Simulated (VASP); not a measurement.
# MnI2 (P-3m1) in VASP: a series of runs, part 2 of 2

VASP 6.6.1. The steps go on from the part before.

### 4 Single point, LDA+U, collinear spin, ferromagnetic start

Input file INCAR:

```
SYSTEM = MnI2
  PREC = Accurate
  ENCUT = 520
  EDIFF = 1E-6
  ISMEAR = 0
  SIGMA = 0.05
  LREAL = .False.
  LASPH = .True.
  NELM = 150
  ALGO = Normal
  ISIF = 2
  LWAVE = .False.
  LCHARG = .False.
  ISPIN = 2
  MAGMOM = 4.62 4.62 0.05 0.05 0.05 0.05
  LORBIT = 11
  LMAXMIX = 4
  LDAU = .True.
  LDAUTYPE = 2
  LDAUL = 2 -1
  LDAUU = 4 0
  LDAUJ = 0 0
  LDAUPRINT = 1
  GGA = CA
  NBANDS = 40
```

Input file KPOINTS:

```
Automatic mesh
0
Gamma
  5 5 2
  0 0 0
```

Input file POSCAR:

```
MnI2
1.0
    4.1600013200      0.0000000000      0.0000000000
   -2.0800006600      3.6026668200      0.0000000000
    0.0000000000      0.0000000000     13.6399982000
Mn I
2 4
Direct
    0.0000000000      0.0000000000      0.0000000000
    0.0000000000      0.0000000000      0.5000000000
    0.3333333333      0.6666666667      0.1250000000
    0.6666666667      0.3333333333      0.3750000000
    0.3333333333      0.6666666667      0.6250000000
    0.6666666667      0.3333333333      0.8750000000
```

Potentials or basis: VASP PAW LDA potentials, release 64 (Mn_pv, I).

On the command line:

```console
> cat potpaw_LDA.64/Mn_pv/POTCAR potpaw_LDA.64/I/POTCAR > POTCAR
> mpirun -np 1 vasp_std > vasp.out
```

OUTCAR:

```text
SYSTEM = MnI2
   PREC = Accurate
   ENCUT = 520
   EDIFF = 1E-6
   ISMEAR = 0
   LREAL = .False.
   LASPH = .True.
   NELM = 150
   ISIF = 2
   ISPIN = 2
   LORBIT = 11
   GGA = CA

 ion  position               nearest neighbor table
   1  0.000  0.000  0.000-   3 2.95   6 2.95   6 2.95   3 2.95   6 2.95   3 2.95
   2  0.000  0.000  0.500-   5 2.95   4 2.95   5 2.95   4 2.95   4 2.95   5 2.95
   3  0.333  0.667  0.125-   1 2.95   1 2.95   1 2.95
   4  0.667  0.333  0.375-   2 2.95   2 2.95   2 2.95
   5  0.333  0.667  0.625-   2 2.95   2 2.95   2 2.95
   6  0.667  0.333  0.875-   1 2.95   1 2.95   1 2.95

  LATTYP: Found a hexagonal cell.
 ALAT       =     4.1600013200
 C/A-ratio  =     3.2788446808

  Lattice vectors:

 A1 = (   4.1600013200,   0.0000000000,   0.0000000000)
 A2 = (  -2.0800006600,   3.6026668200,   0.0000000000)
 A3 = (   0.0000000000,   0.0000000000,  13.6399982000)

Analysis of symmetry for initial positions (statically):
=====================================================================
 Subroutine PRICEL returns following result:

  LATTYP: Found a hexagonal cell.
 ALAT       =     4.1600013200
 C/A-ratio  =     1.6394223404
[... 12 lines left out ...]
 Subroutine GETGRP returns: Found 12 space group operations
 (whereof 12 operations were pure point group operations)
 out of a pool of 24 trial point group operations.

The static configuration has the point symmetry D_3d.

Analysis of symmetry for dynamics (positions and initial velocities):
=====================================================================
 Subroutine PRICEL returns following result:

  LATTYP: Found a hexagonal cell.
 ALAT       =     4.1600013200
 C/A-ratio  =     1.6394223404
[... 12 lines left out ...]
 Subroutine GETGRP returns: Found 12 space group operations
 (whereof 12 operations were pure point group operations)
 out of a pool of 24 trial point group operations.

The dynamic configuration has the point symmetry D_3d.

Analysis of structural, dynamic, and magnetic symmetry:
[... 239 lines left out ...]
      1     -46.6730      1.00000
      2     -46.6730      1.00000
      3     -46.6730      1.00000
      4     -46.6730      1.00000
      5     -46.6652      1.00000
      6     -46.6652      1.00000
[... 409 lines left out ...]
     38       9.1254      0.00000
     39       9.5333      0.00000
 Fermi energy:         3.2736628918

 spin component 2

 k-point     1 :       0.0000    0.0000    0.0000
  band No.  band energies     occupation
      1     -42.1940      1.00000
      2     -42.1940      1.00000
      3     -42.1940      1.00000
      4     -42.1940      1.00000
      5     -42.1851      1.00000
      6     -42.1851      1.00000
[... 409 lines left out ...]
     38       9.5036      0.00000
     39      10.2401      0.00000
 [bands above 39 left out]

------------------------ aborting loop because EDIFF is reached ----------------------------------------

  FORCE on cell =-STRESS in cart. coord.  units (eV):
  Direction    XX          YY          ZZ          XY          YZ          ZX
  --------------------------------------------------------------------------------------
  -------------------------------------------------------------------------------------
  Total       -3.3486403     -3.3486403     -3.5807397      0.0000000      0.0000000     -0.0000000
  in kB      -26.2450376    -26.2450375    -28.0641217      0.0000000      0.0000000     -0.0000000
  external PRESSURE =     -26.8513989 kB  Pullay stress =       0.0000000 kB

 VOLUME and BASIS-vectors are now :
 -----------------------------------------------------------------------------
  energy-cutoff  :      520.00
  volume of cell :      204.42
      direct lattice vectors                 reciprocal lattice vectors
     4.160001320  0.000000000  0.000000000     0.240384539  0.138786078  0.000000000
    -2.080000660  3.602666820  0.000000000     0.000000000  0.277572157  0.000000000
     0.000000000  0.000000000 13.639998200     0.000000000  0.000000000  0.073313793

 POSITION                                       TOTAL-FORCE (eV/Angst)
 -----------------------------------------------------------------------------------
      0.00000      0.00000      0.00000         0.000000      0.000000      0.000000
      0.00000      0.00000      6.82000         0.000000      0.000000      0.000000
     -0.00000      2.40178      1.70500        -0.000000     -0.000000     -0.452413
      2.08000      1.20089      5.11500         0.000000     -0.000000      0.452413
     -0.00000      2.40178      8.52500        -0.000000      0.000000     -0.452413
      2.08000      1.20089     11.93500         0.000000     -0.000000      0.452413
 -----------------------------------------------------------------------------------
    total drift:                               -0.000000     -0.000000      0.000000

  FREE ENERGIE OF THE ION-ELECTRON SYSTEM (eV)
  ---------------------------------------------------
  free  energy   TOTEN  =       -26.5562084884 eV

  energy  without entropy=      -26.5562084884  energy(sigma->0) =      -26.55620849

 total charge

# of ion       s       p       d       tot
------------------------------------------
    1        0.219   6.140   4.878  11.237
    2        0.219   6.140   4.878  11.237
    3        1.514   2.781   0.016   4.310
    4        1.514   2.781   0.016   4.310
    5        1.514   2.781   0.016   4.310
    6        1.514   2.781   0.016   4.310
--------------------------------------------------
tot          6.494  23.403   9.817  39.715

 magnetization (x)

# of ion       s       p       d       tot
------------------------------------------
    1        0.034   0.023   4.495   4.552
    2        0.034   0.023   4.495   4.552
    3        0.005   0.044   0.003   0.052
    4        0.005   0.044   0.003   0.052
    5        0.005   0.044   0.003   0.052
    6        0.005   0.044   0.003   0.052
--------------------------------------------------
tot          0.089   0.222   9.001   9.312
```

OSZICAR:

```text
N       E                     dE             d eps       ncg     rms          rms(c)
DAV:   1     0.430203429963E+03    0.43020E+03   -0.25785E+04  1824   0.120E+03
DAV:   2     0.103087935875E+02   -0.41989E+03   -0.39758E+03  1800   0.293E+02
DAV:   3    -0.244199358683E+02   -0.34729E+02   -0.34322E+02  1920   0.869E+01
DAV:   4    -0.254298858262E+02   -0.10099E+01   -0.10091E+01  1936   0.148E+01
DAV:   5    -0.254599224007E+02   -0.30037E-01   -0.30035E-01  2160   0.257E+00    0.122E+01
DAV:   6    -0.256554653385E+02   -0.19554E+00   -0.11537E+01  1768   0.302E+01    0.131E+01
DAV:   7    -0.266109215681E+02   -0.95546E+00   -0.16627E+00  1904   0.602E+00    0.822E+00
DAV:   8    -0.264758674119E+02    0.13505E+00   -0.12308E-01  1952   0.283E+00    0.504E+00
DAV:   9    -0.265529610615E+02   -0.77094E-01   -0.43762E-02  1832   0.162E+00    0.975E-01
DAV:  10    -0.265561649125E+02   -0.32039E-02   -0.86881E-03  1800   0.782E-01    0.619E-01
DAV:  11    -0.265562010194E+02   -0.36107E-04   -0.60422E-04  1912   0.112E-01    0.517E-01
DAV:  12    -0.265561787713E+02    0.22248E-04   -0.27037E-04  1776   0.754E-02    0.208E-01
DAV:  13    -0.265561841357E+02   -0.53644E-05   -0.22686E-04  2008   0.126E-01    0.569E-02
DAV:  14    -0.265562040466E+02   -0.19911E-04   -0.26752E-05  1792   0.283E-02    0.386E-02
DAV:  15    -0.265562053501E+02   -0.13035E-05   -0.18733E-06  1352   0.623E-03    0.231E-02
DAV:  16    -0.265562078668E+02   -0.25167E-05   -0.23840E-06  1696   0.160E-02    0.143E-02
DAV:  17    -0.265562084884E+02   -0.62167E-06   -0.87093E-07  1272   0.586E-03
   1 F= -.26556208E+02 E0= -.26556208E+02  d E =-.175022E-11  mag=     9.9990
```

It took 85 s on 1 thread of Intel Xeon 6975P-C (Granite Rapids), shared host; peak memory 0.34 GiB.

Results:

- Free energy: -26.5562 eV
- Pressure: -2.7 GPa
- Largest force: 0.452 eV/Å
- Band gap on the k mesh: 2.28 eV
- Net moment: 10.00 μB per cell
- Site moments: Mn +4.55; I +0.05 μB
- Valence electrons inside the program's atomic spheres: Mn 11.24; I 4.31

Forces in eV/Å, atoms in the order of the input:
```
Mn   0.000  0.000  0.000
Mn   0.000  0.000  0.000
I    0.000  0.000 -0.452
I    0.000  0.000  0.452
I    0.000  0.000 -0.452
I    0.000  0.000  0.452
```

Levels at points of the mesh, in eV from the valence-band top:
Spin up:
```csv
k point,band 30,band 31,band 32,band 33,band 34,band 35
"(0.00, 0.00, 0.00)",-0.16,0.00,0.00,2.82,4.12,4.21
"(0.00, 0.00, 0.50)",-0.07,-0.07,-0.07,3.48,3.48,4.27
```
Spin down:
| k point | band 18 | band 19 | band 20 | band 21 | band 22 | band 23 | band 24 | band 25 | band 26 | band 27 |
| --- | --- | --- | --- | --- | --- | --- | --- | --- | --- | --- |
| (0.00, 0.00, 0.00) | -0.51 | -0.51 | -0.37 | -0.37 | -0.31 | 2.75 | 2.76 | 2.79 | 2.79 | 2.80 |
| (0.00, 0.00, 0.50) | -1.05 | -0.43 | -0.43 | -0.43 | -0.43 | 2.75 | 2.75 | 2.80 | 2.80 | 2.80 |

Eigenvalues of the final occupation matrices:
| site | spin | trace | eigenvalues |
| --- | --- | --- | --- |
| site 1 d | 1 | 4.70 | 0.93 0.93 0.93 0.95 0.95 |
| site 1 d | 2 | 0.19 | 0.01 0.01 0.01 0.08 0.08 |
| site 2 d | 1 | 4.70 | 0.93 0.93 0.93 0.95 0.95 |
| site 2 d | 2 | 0.19 | 0.01 0.01 0.01 0.08 0.08 |

Caveat: spin-orbit coupling is left out, which moves the levels of the heavy elements. The state reached can hang on the start; a lower one may exist.
